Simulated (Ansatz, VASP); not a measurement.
In3GaP4 in VASP and in Ansatz

File POSCAR:

```
In3GaP4
1.0
   -2.8675860835      2.8675860835      5.7256049916
    2.8675860835     -2.8675860835      5.7256049916
    2.8675860835      2.8675860835     -5.7256049916
Ga P In
1 4 3
Direct
    0.0000000000      0.0000000000      0.0000000000
    0.3558855512      0.3558855512      0.4726534091
    0.1167678579      0.6441144488      0.0000000000
    0.8832321421      0.8832321421      0.5273465909
    0.6441144488      0.1167678579      0.0000000000
    0.7500000000      0.2500000000      0.5000000000
    0.5000000000      0.5000000000      0.0000000000
    0.2500000000      0.7500000000      0.5000000000
```

File INCAR.step1:

```
ALGO = Normal ; EDIFF = 1E-4
ENCUT = 520 ; GGA = PE
ISMEAR = 0 ; LASPH = T
LCHARG = F ; LREAL = F
LWAVE = T ; NBANDS = 46
NELM = 80 ; PREC = Accurate
SIGMA = 0.01
```

File INCAR.step2:

```
ALGO = Normal ; EDIFF = 1E-6
ENCUT = 520 ; ISIF = 2
ISMEAR = 0 ; ISTART = 1
LASPH = T ; LCHARG = F
LMIXTAU = T ; LREAL = F
LWAVE = F ; METAGGA = R2SCAN
NBANDS = 46 ; NELM = 80
PREC = Accurate ; SIGMA = 0.01
```

The input KPOINTS:

```
k-points
0
Gamma
  6 6 6
```

Input for Ansatz:

```yaml
crystal:
  lattice:
    - [-2.8675860835, 2.8675860835, 5.7256049916]
    - [2.8675860835, -2.8675860835, 5.7256049916]
    - [2.8675860835, 2.8675860835, -5.7256049916]
  atoms:
    - { symbol: Ga, position: [0.0, 0.0, 0.0] }
    - { symbol: P, position: [0.3558855512, 0.3558855512, 0.4726534091] }
    - { symbol: In, position: [0.75, 0.25, 0.5] }
    - { symbol: P, position: [0.1167678579, 0.6441144488, 0.0] }
    - { symbol: In, position: [0.5, 0.5, 0.0] }
    - { symbol: P, position: [0.8832321421, 0.8832321421, 0.5273465909] }
    - { symbol: In, position: [0.25, 0.75, 0.5] }
    - { symbol: P, position: [0.6441144488, 0.1167678579, 0.0] }
kpoints:
  mp_grid: { grid: [6, 6, 6] }
hamiltonian:
  xc: r2scan
scf:
  occupations: { method: fixed }
  n_extra_bands: 6
output:
  forces: true
  stress: true
  eigenvalues: true
```

Alike in both runs: task single point; functional r2SCAN; k mesh 6 × 6 × 6; no spin polarisation.

|  | VASP | Ansatz |
| --- | --- | --- |
| version | VASP 6.6.1 | Ansatz 0.2.0 |
| potentials or method | VASP PAW PBE potentials, release 64 (Ga_d, P, In_d) | plane waves, PAW |
| plane-wave cutoff (eV) | 520 | 500 |
| occupations | gaussian, width 0.01 eV | fixed |
| valence electrons in the cell | 72 | 72 |

Ansatz gave:

```
gap on the k mesh at the Fermi level (eV) : 1.44
pressure (GPa)                            : 2.4
rms of the force components (eV/Å)        : 0.008
```

**Question.** What did VASP give for the same quantities?

**Answer.** gap on the k mesh at the Fermi level (eV): 1.44; pressure (GPa): 2.3; rms of the force components (eV/Å): 0.005.

VASP's potentials were made for PBE, not for r2SCAN.
